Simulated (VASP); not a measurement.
Input of a VASP 6.6.1 run:

File INCAR:

```
SYSTEM = LiNbO3
ALGO = Normal
EDIFF = 1E-7
ENCUT = 520
GGA = PE
ISIF = 2
ISMEAR = 0
LASPH = .TRUE.
LCHARG = .TRUE.
LELF = .TRUE.
LREAL = .FALSE.
LVHAR = .TRUE.
LWAVE = .FALSE.
NBANDS = 45
NELM = 80
PREC = Accurate
SIGMA = 0.05
```

Contents of KPOINTS:

```
k-points
0
G
  6 6 6
  0 0 0
```

POSCAR

```
LiNbO3
1.0
    2.5130395342      1.4509040516      4.9019349154
   -2.5130395342      1.4509040516      4.9019349154
    0.0000000000     -2.9018081031      4.9019349154
Li Nb O
2 2 6
Direct
    0.2815913687      0.2815913687      0.2815913687
    0.7815913687      0.7815913687      0.7815913687
    0.0004900497      0.0004900497      0.0004900497
    0.5004900497      0.5004900497      0.5004900497
    0.1104619503      0.3580262714      0.7211003599
    0.7211003599      0.1104619503      0.3580262714
    0.3580262714      0.7211003599      0.1104619503
    0.2211003599      0.8580262714      0.6104619503
    0.8580262714      0.6104619503      0.2211003599
    0.6104619503      0.2211003599      0.8580262714
```

Potentials or basis: VASP PAW PBE potentials, release 64 (Li_sv, Nb_sv, O).

The run is started by

```sh
$ cat potpaw_PBE.64/Li_sv/POTCAR potpaw_PBE.64/Nb_sv/POTCAR potpaw_PBE.64/O/POTCAR > POTCAR
$ mpirun -np 1 vasp_std > vasp.out
```

Estimate the band gap on the k mesh.

3.57 eV (least direct gap 3.58 eV).

Estimate the largest force.

0.479 eV/Å.

Forces in eV/Å, atoms in the order of the input:
```
Li   0.000  0.000  0.072
Li   0.000  0.000  0.072
Nb   0.000  0.000 -0.356
Nb   0.000  0.000 -0.356
O   -0.366  0.294  0.095
O   -0.072 -0.464  0.095
O    0.437  0.170  0.095
O   -0.437  0.170  0.095
O    0.366  0.294  0.095
O    0.072 -0.464  0.095
```

 A hybrid or GW would open this gap; PBE tends to underestimate it.
